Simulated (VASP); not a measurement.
# SiW3 (I4/mmm) in VASP: further runs

The runs below take SiW3 through single point, with PBE.

Everything below comes from runs of VASP 6.6.1. Logs are shortened: lines on timing, memory, paths and dates and some standing lists are left out, and cuts for length are marked.

## (1) The cell of the first run

Symmetry: I4/mmm, No. 139, tetragonal system. Conventional cell: a = 5.208 Å, b = 5.208 Å, c = 5.442 Å, α = 90.00°, β = 90.00°, γ = 90.00°. Within 3.4 Å of Si (site symmetry 4/mmm) lie 6 W at 2.60 to 2.72 Å. W (site symmetry 4/mmm) has 4 W at 2.60 Å and 2 Si at 2.72 Å within 3.4 Å. Within 3.4 Å of W (site symmetry mmm) lie 2 Si at 2.60 Å and 4 W at 2.60 to 2.72 Å.

## (2) Single point, PBE (strain +0.0450 x Voigt [0, 0, 1, 0, 0, 0])

The input, INCAR:

```
SYSTEM = SiW3
PREC = Accurate ; ENCUT = 520
EDIFF = 1E-7 ; ISMEAR = 0
SIGMA = 0.15 ; LREAL = .FALSE.
LASPH = .TRUE. ; NELM = 100
ALGO = Fast ; ISIF = 2
LWAVE = .FALSE. ; LCHARG = .FALSE.
GGA = PE ; NBANDS = 31
```

The input, KPOINTS:

```
Automatic mesh
0
G
  14 14 14
  0 0 0
```

The input, POSCAR:

```
SiW3
1.0
   -2.6037661906      2.6037661906      2.7209356692
    2.6037661906     -2.6037661906      2.7209356692
    2.6037661906      2.6037661906     -2.7209356692
Si W
1 3
Direct
    0.0000000000      0.0000000000      0.0000000000
    0.5000000000      0.5000000000      0.0000000000
    0.5000000000      0.0000000000      0.5000000000
    0.0000000000      0.5000000000      0.5000000000
```

Potentials or basis: VASP PAW PBE potentials, release 64 (Si, W_sv).

Launch:

```console
cat potpaw_PBE.64/Si/POTCAR potpaw_PBE.64/W_sv/POTCAR > POTCAR
mpirun -np 1 vasp_std > vasp.out
```

OUTCAR:

```text
SYSTEM = SiW3
   PREC = Accurate
   ENCUT = 520
   EDIFF = 1E-7
   ISMEAR = 0
   LREAL = .FALSE.
   LASPH = .TRUE.
   NELM = 100
   ISIF = 2
   GGA = PE

 ion  position               nearest neighbor table
   1  0.000  0.000  0.000-   3 2.60   4 2.60   4 2.60   3 2.60   2 2.72   2 2.72
   2  0.500  0.500  0.000-   3 2.60   4 2.60   3 2.60   4 2.60   1 2.72   1 2.72
   3  0.500  0.000  0.500-   1 2.60   2 2.60   2 2.60   1 2.60   4 2.72   4 2.72
   4  0.000  0.500  0.500-   1 2.60   2 2.60   1 2.60   2 2.60   3 2.72   3 2.72

  LATTYP: Found a body centered tetragonal cell.
 ALAT       =     5.2075323812
 C/A-ratio  =     1.0450000000

  Lattice vectors:

 A1 = (  -2.6037661906,   2.6037661906,   2.7209356692)
 A2 = (   2.6037661906,  -2.6037661906,   2.7209356692)
 A3 = (   2.6037661906,   2.6037661906,  -2.7209356692)

Analysis of symmetry for initial positions (statically):
=====================================================================
 Subroutine PRICEL returns:
 Original cell was already a primitive cell.

 Routine SETGRP: Setting up the symmetry group for a
 body centered tetragonal supercell.

 Subroutine GETGRP returns: Found 16 space group operations
 (whereof 16 operations were pure point group operations)
 out of a pool of 16 trial point group operations.

The static configuration has the point symmetry D_4h.

Analysis of symmetry for dynamics (positions and initial velocities):
=====================================================================
 Subroutine PRICEL returns:
 Original cell was already a primitive cell.

 Routine SETGRP: Setting up the symmetry group for a
 body centered tetragonal supercell.

 Subroutine GETGRP returns: Found 16 space group operations
 (whereof 16 operations were pure point group operations)
 out of a pool of 16 trial point group operations.

The dynamic configuration has the point symmetry D_4h.

 Subroutine INISYM returns: Found 16 space group operations
 (whereof 16 operations are pure point group operations),
 and found     1 'primitive' translations

----------------------------------------------------------------------------------------

                                     Primitive cell

  volume of cell :      73.7874

  direct lattice vectors                    reciprocal lattice vectors
    -2.603766191  2.603766191  2.720935669     0.000000000  0.192029531  0.183760317
     2.603766191 -2.603766191  2.720935669     0.192029531  0.000000000  0.183760317
     2.603766191  2.603766191 -2.720935669     0.192029531  0.192029531  0.000000000

  length of vectors
     4.578502776  4.578502776  4.578502776     0.265787875  0.265787875  0.271570767

  position of ions in fractional coordinates (direct lattice)
     0.000000000  0.000000000  0.000000000
     0.500000000  0.500000000  0.000000000
     0.500000000  0.000000000  0.500000000
     0.000000000  0.500000000  0.500000000

  ion indices of the primitive-cell ions
   primitive index   ion index
                 1           1
                 2           2
                 3           3
                 4           4

----------------------------------------------------------------------------------------

 KPOINTS: Automatic mesh

Automatic generation of k-mesh.
 Grid dimensions read from file:
 generate k-points for:   14   14   14

 Generating k-lattice:

  Cartesian coordinates                     Fractional coordinates (reciprocal lattice)
     0.000000000  0.013716395  0.013125737     0.071428571  0.000000000 -0.000000000
     0.013716395  0.000000000  0.013125737     0.000000000  0.071428571 -0.000000000
     0.013716395  0.013716395  0.000000000     0.000000000  0.000000000  0.071428571

  Length of vectors
     0.018984848  0.018984848  0.019397912

  Shift w.r.t. Gamma in fractional coordinates (k-lattice)
     0.000000000  0.000000000  0.000000000

 Subroutine IBZKPT returns following result:
 ===========================================

 Found    244 irreducible k-points:

 Following reciprocal coordinates:
            Coordinates               Weight
  0.000000  0.000000  0.000000      1.000000
  0.071429  0.000000  0.000000      8.000000
  0.142857 -0.000000  0.000000      8.000000
  0.214286 -0.000000  0.000000      8.000000
  0.285714  0.000000  0.000000      8.000000
  0.357143  0.000000  0.000000      8.000000
[... 16 lines left out ...]
  0.214286  0.142857  0.000000     16.000000
  0.285714  0.142857  0.000000     16.000000
 [... further k-points ...]
   k-points           NKPTS =    244   k-points in BZ     NKDIM =    244   number of bands    NBANDS=     31
   number of dos      NEDOS =    301   number of ions     NIONS =      4
   total plane-waves  NPLWV =  46656
   dimension x,y,z NGX =    36 NGY =   36 NGZ =   36
   dimension x,y,z NGXF=    72 NGYF=   72 NGZF=   72
   ions per type =               1   3
   NGX,Y,Z   is equivalent  to a cutoff of  13.07, 13.07, 13.07 a.u.
   NGXF,Y,Z  is equivalent  to a cutoff of  26.14, 26.14, 26.14 a.u.
 SYSTEM =  SiW3
   PREC   = accura    normal or accurate (medium, high low for compatibility)
   ISTART =      0    job   : 0-new  1-cont  2-samecut
   ICHARG =      2    charge: 1-file 2-atom 10-const
   ISPIN  =      1    spin polarized calculation?
   LNONCOLLINEAR =      F non collinear calculations
   LSORBIT =      F    spin-orbit coupling
   LASPH  =      T    aspherical Exc in radial PAW
   ENCUT  =  520.0 eV  38.22 Ry    6.18 a.u.   8.51  8.51  8.51*2*pi/ulx,y,z
   NELM   =    100;   NELMIN=  2; NELMDL= -5     # of ELM steps
   EDIFF  = 0.1E-06   stopping-criterion for ELM
   LREAL  =      F    real-space projection
   EDIFFG = 0.1E-05   stopping-criterion for IOM
   NSW    =      0    number of steps for IOM
   IBRION =     -1    ionic relax: 0-MD 1-quasi-New 2-CG
   NFREE  =      0    steps in history (QN), initial steepest desc. (CG)
   ISIF   =      2    stress and relaxation
   ISYM   =      2    0-nonsym 1-usesym 2-fastsym
   POTIM  = 0.5000    time-step for ionic-motion
   TEBEG  =    0.0;   TEEND  =   0.0 temperature during run
   PSTRESS=    0.0 pullay stress
   NELECT =      46.0000    total number of electrons
   NUPDOWN=      -1.0000    fix difference up-down
   EMIN   =  10.00;   EMAX   =-10.00  energy-range for DOS
   EFERMI =   0.00;   METHOD = LEGACY
   ISMEAR =     0;   SIGMA  =   0.15  broadening in eV -4-tet -1-fermi 0-gaus
   EFERMI_NEDOS =   21; number of points for ismear=-14 and -15
   IALGO  =     68    algorithm
   IMIX   =      4    mixing-type and parameters
     AMIX     =   0.40;   BMIX     =  1.00
     AMIX_MAG =   1.60;   BMIX_MAG =  1.00
  volume/ion in A,a.u.               =      18.45       124.49
  Fermi-wavevector in a.u.,A,eV,Ry     =   1.398514  2.642808 26.610823  1.955840
  Thomas-Fermi vector in A             =   2.521664
   LORBIT       =      0    0 simple, 1 ext, 2 COOP (PROOUT), +10 PAW based schemes
   GGA     = PE    functional components
   LHFCALC =     F    Hartree Fock is set to
   AEXX    =    0.0000 exact exchange contribution
   IVDW    =     0    specifies the selected vdW correction
   LEPSILON=     F    determine dielectric tensor
   LRPA    =     F    only Hartree local field effects (RPA)
 non-spin polarized calculation
 RMM-DIIS sequential band-by-band and
 Gauss-broadening in eV      SIGMA  =   0.15
  energy-cutoff  :      520.00
  volume of cell :       73.79
 maximum number of plane-waves:      2018
 NGX is ok and might be reduce to    36
   NGX = 17   NGY = 17   NGZ = 17

 number of electron      45.9999997 magnetization

 Free energy of the ion-electron system (eV)
  ---------------------------------------------------
  ext. energy  EPLUGINS =         0.00000000
  ---------------------------------------------------
  free energy    TOTEN  =       -38.76576072 eV

  energy without entropy =      -38.70757260  energy(sigma->0) =      -38.73666666

 E-fermi :   8.5509     XC(G=0): -12.0393

 val. band max:        8.5507135372   @ k =   0.2143   0.2143   0.2143
 cond. band min:       8.5529096135   @ k =  -0.1429   0.2857   0.1429
 fundamental gap:      0.0021960763
 Fermi energy:         8.5509059136

 k-point     1 :       0.0000    0.0000    0.0000
  band No.  band energies     occupation
      1     -65.5095      2.00000
      2     -65.3891      2.00000
      3     -65.3483      2.00000
      4     -30.2577      2.00000
      5     -30.2577      2.00000
      6     -30.0420      2.00000
[... 23 lines left out ...]
     30      12.2808      0.00000
     31      13.4505      0.00000

 k-point     2 :       0.0714    0.0000    0.0000
  band No.  band energies     occupation
      1     -65.5080      2.00000
      2     -65.3899      2.00000
      3     -65.3489      2.00000
      4     -30.2578      2.00000
      5     -30.2423      2.00000
      6     -30.0314      2.00000
[... 23 lines left out ...]
     30      12.1766      0.00000
     31      13.2138      0.00000

 k-point     3 :       0.1429   -0.0000    0.0000
  band No.  band energies     occupation
      1     -65.5038      2.00000
      2     -65.3925      2.00000
      3     -65.3507      2.00000
      4     -30.2582      2.00000
      5     -30.1970      2.00000
      6     -30.0002      2.00000
[... 23 lines left out ...]
     30      11.9800      0.00000
     31      12.6788      0.00000

 k-point     4 :       0.2143   -0.0000    0.0000
  band No.  band energies     occupation
      1     -65.4971      2.00000
      2     -65.3969      2.00000
      3     -65.3530      2.00000
      4     -30.2588      2.00000
      5     -30.1237      2.00000
      6     -29.9500      2.00000
[... 23 lines left out ...]
     30      11.8692      0.00000
     31      12.1210      0.00000

 k-point     5 :       0.2857    0.0000    0.0000
  band No.  band energies     occupation
      1     -65.4885      2.00000
      2     -65.4033      2.00000
      3     -65.3552      2.00000
      4     -30.2594      2.00000
      5     -30.0263      2.00000
      6     -29.8841      2.00000
[... 23 lines left out ...]
     30      11.6971      0.00000
     31      11.8420      0.00000
[... 542 lines left out ...]
     30      12.0533      0.00000
     31      13.5770      0.00000

 k-point    22 :       0.1429    0.1429    0.0000
  band No.  band energies     occupation
      1     -65.4943      2.00000
      2     -65.4011      2.00000
      3     -65.3516      2.00000
      4     -30.2004      2.00000
      5     -30.1974      2.00000
      6     -29.8803      2.00000
[... 23 lines left out ...]
     30      11.8070      0.00000
     31      12.2672      0.00000

 k-point    23 :       0.2143    0.1429    0.0000
  band No.  band energies     occupation
      1     -65.4862      2.00000
      2     -65.4073      2.00000
      3     -65.3536      2.00000
      4     -30.1998      2.00000
      5     -30.1265      2.00000
      6     -29.7983      2.00000
[... 23 lines left out ...]
     30      11.6698      0.00000
     31      12.6447      0.00000

 k-point    24 :       0.2857    0.1429    0.0000
  band No.  band energies     occupation
      1     -65.4767      2.00000
      2     -65.4144      2.00000
      3     -65.3561      2.00000
      4     -30.2004      2.00000
      5     -30.0304      2.00000
      6     -29.7548      2.00000
[... 23 lines left out ...]
     30      11.7462      0.00000
     31      12.1973      0.00000

 [... further k-points ...]
[... 5 lines left out ...]
  --------------------------------------------------------------------------------------
  -------------------------------------------------------------------------------------
  Total       -1.3825834     -1.3825834     -6.4506207      0.0000000     -0.0000000      0.0000000
  in kB      -30.0206227    -30.0206227   -140.0650736      0.0000000     -0.0000000      0.0000000
  external PRESSURE =     -66.7021064 kB  Pullay stress =       0.0000000 kB

 VOLUME and BASIS-vectors are now :
 -----------------------------------------------------------------------------
  energy-cutoff  :      520.00
  volume of cell :       73.79
      direct lattice vectors                 reciprocal lattice vectors
    -2.603766191  2.603766191  2.720935669     0.000000000  0.192029531  0.183760317
     2.603766191 -2.603766191  2.720935669     0.192029531  0.000000000  0.183760317
     2.603766191  2.603766191 -2.720935669     0.192029531  0.192029531  0.000000000

 POSITION                                       TOTAL-FORCE (eV/Angst)
 -----------------------------------------------------------------------------------
      0.00000      0.00000      0.00000         0.000000     -0.000000     -0.000000
      0.00000      0.00000      2.72094         0.000000     -0.000000      0.000000
      0.00000      2.60377      0.00000         0.000000      0.000000     -0.000000
      2.60377      0.00000      0.00000        -0.000000      0.000000      0.000000
 -----------------------------------------------------------------------------------
    total drift:                                0.000000      0.000000     -0.000000

  FREE ENERGIE OF THE ION-ELECTRON SYSTEM (eV)
  ---------------------------------------------------
  free  energy   TOTEN  =       -38.7657607160 eV

  energy  without entropy=      -38.7075726016  energy(sigma->0) =      -38.73666666
```

It took 5.7 min on 1 thread of Intel Xeon 6975P-C (Granite Rapids), shared host; peak memory 0.53 GiB.

Results:

| Property | Result |
| --- | --- |
| Free energy | -38.7658 eV |
| Pressure | -6.7 GPa |
| Band gap on the k mesh | zero (bands 23 and 24 overlap by 1.60 eV) |

Caveat: the cell differs from its parent crystal (strain +0.0450 x Voigt [0, 0, 1, 0, 0, 0]); the stress differs along the axes, from -14 to -3 GPa; spin-orbit coupling is left out, which moves the levels of the heavy elements.

[end of part 1 of 2]
